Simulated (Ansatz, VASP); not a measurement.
**One calculation of HfSiO4, two programs**

The input INCAR:

```
SYSTEM = HfSiO4
PREC = Accurate ; ENCUT = 520
EDIFF = 1E-8 ; ISMEAR = -1
SIGMA = 0.02 ; LREAL = .FALSE.
LASPH = .TRUE. ; NELM = 60
ALGO = Normal ; ISIF = 2
LWAVE = .FALSE. ; LCHARG = .FALSE.
GGA = PE ; LEFG = .TRUE.
NBANDS = 50
```

Contents of KPOINTS:

```
Automatic mesh
0
G
  5 5 5
  0 0 0
```

POSCAR

```
HfSiO4
1.0
   -3.2641939663      3.2641939663      2.9615886588
    3.2641939663     -3.2641939663      2.9615886588
    3.2641939663      3.2641939663     -2.9615886588
Hf Si O
2 2 8
Direct
    0.7500000000      0.2500000000      0.5000000000
    0.0000000000      0.0000000000      0.0000000000
    0.2500000000      0.7500000000      0.5000000000
    0.5000000000      0.5000000000      0.0000000000
    0.1340001033      0.3192779115      0.8147221918
    0.0692779115      0.7545557197      0.6852778082
    0.5045557197      0.3192779115      0.1852778082
    0.0692779115      0.3840001033      0.3147221918
    0.6159998967      0.9307220885      0.6852778082
    0.6807220885      0.8659998967      0.1852778082
    0.2454442803      0.9307220885      0.3147221918
    0.6807220885      0.4954442803      0.8147221918
```

Input for Ansatz:

```yaml
crystal:
  lattice:
    - [-3.2641939663, 3.2641939663, 2.9615886588]
    - [3.2641939663, -3.2641939663, 2.9615886588]
    - [3.2641939663, 3.2641939663, -2.9615886588]
  atoms:
    - { symbol: Hf, position: [0.75, 0.25, 0.5] }
    - { symbol: Hf, position: [0.0, 0.0, 0.0] }
    - { symbol: Si, position: [0.25, 0.75, 0.5] }
    - { symbol: Si, position: [0.5, 0.5, 0.0] }
    - { symbol: O, position: [0.1340001033, 0.3192779115, 0.8147221918] }
    - { symbol: O, position: [0.0692779115, 0.7545557197, 0.6852778082] }
    - { symbol: O, position: [0.5045557197, 0.3192779115, 0.1852778082] }
    - { symbol: O, position: [0.0692779115, 0.3840001033, 0.3147221918] }
    - { symbol: O, position: [0.6159998967, 0.9307220885, 0.6852778082] }
    - { symbol: O, position: [0.6807220885, 0.8659998967, 0.1852778082] }
    - { symbol: O, position: [0.2454442803, 0.9307220885, 0.3147221918] }
    - { symbol: O, position: [0.6807220885, 0.4954442803, 0.8147221918] }
kpoints:
  mp_grid: { grid: [5, 5, 5] }
scf:
  occupations: { method: fermi_dirac, width: 0.02 }
hamiltonian:
  xc: pbe
  pseudopotentials: { kind: paw, frozen_core: stored }
output:
  forces: true
  stress: true
  populations: true
  efg: { quadrupole_moments_barn: { Hf: 3.365, O: -0.02558 } }
```

Change from the starting cell: volume scaled by 0.98.

Alike in both runs: task electric field gradients; functional PBE; k mesh 5 × 5 × 5; occupations fermi-dirac, width 0.02 eV; no spin polarisation.

|  | VASP | Ansatz |
| --- | --- | --- |
| version | VASP 6.6.1 | Ansatz 0.2.0 |
| potentials or method | VASP PAW PBE potentials, release 64 (Hf_pv, Si, O) | plane-wave PAW, scalar-relativistic |
| plane-wave cutoff (eV) | 520 | 420 |
| valence electrons in the cell | 76 | 108 |

```tsv
	VASP	Ansatz	Ansatz less VASP
gap on the k mesh at the Fermi level (eV)	5.53	5.58	+0.055
pressure (GPa)	10.7	12.5	+1.78
traceless stress, the component that is largest in VASP (GPa)	1.26	1.01	-0.258
rms of the force components (eV/Å)	0.171	0.079	-0.0922
size of Vzz on the site where it differs most (V/Å²)	130.5	144.7	+14.24
```

Atom by atom the forces differ by 0.095 eV/Å (rms over components). VASP's potentials hold 76 valence electrons a cell and Ansatz's 108, so a difference there can come from the potentials and not from the codes.

Neither program's run includes spin-orbit coupling.
